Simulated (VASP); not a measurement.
## Cd: single point with PBE

Crystal: Cd.

```xyz
6
Lattice="3.0317 0.0000 0.0000 -1.5159 2.6255 0.0000 0.0000 0.0000 17.3612" Properties=species:S:1:pos:R:3 pbc="T T T"
Cd    0.0000    0.0000    0.0000
Cd    0.0000    1.7504    2.8907
Cd    1.5159    0.8752    5.7899
Cd    0.0000    0.0000    8.6806
Cd    1.5159    0.8752   11.5713
Cd    0.0000    1.7504   14.4705
```

```
Program             : VASP 6.6.1
Task                : single point
Functional          : PBE
Potentials or basis : VASP PAW PBE potentials, release 64 (Cd)
Cutoff              : 520 eV
k mesh              : 18 × 18 × 3
Occupations         : gaussian, width 0.1 eV
Spin                : no spin polarisation
```

- Pressure: 0.3 GPa
- Band gap on the k mesh: zero (bands 36 and 37 overlap by 4.46 eV)

Stress tensor (GPa, compression positive):
```
0.34 0.00 0.00
0.00 0.34 0.00
0.00 0.00 0.14
```

Levels at points of the mesh, in eV from the Fermi level:
```tsv
k point	band 34	band 35	band 36	band 37	band 38	band 39
(0.00, 0.00, 0.00)	-5.92	-5.91	-3.13	-2.73	1.08	1.10
(0.50, 0.00, 0.00)	-1.60	-1.25	-1.22	0.03	0.03	0.82
```

Wall time 3.6 min on 1 thread of AMD EPYC 9R45 96-Core Processor (Zen 5), with other jobs on the host, peak memory 0.44 GiB.
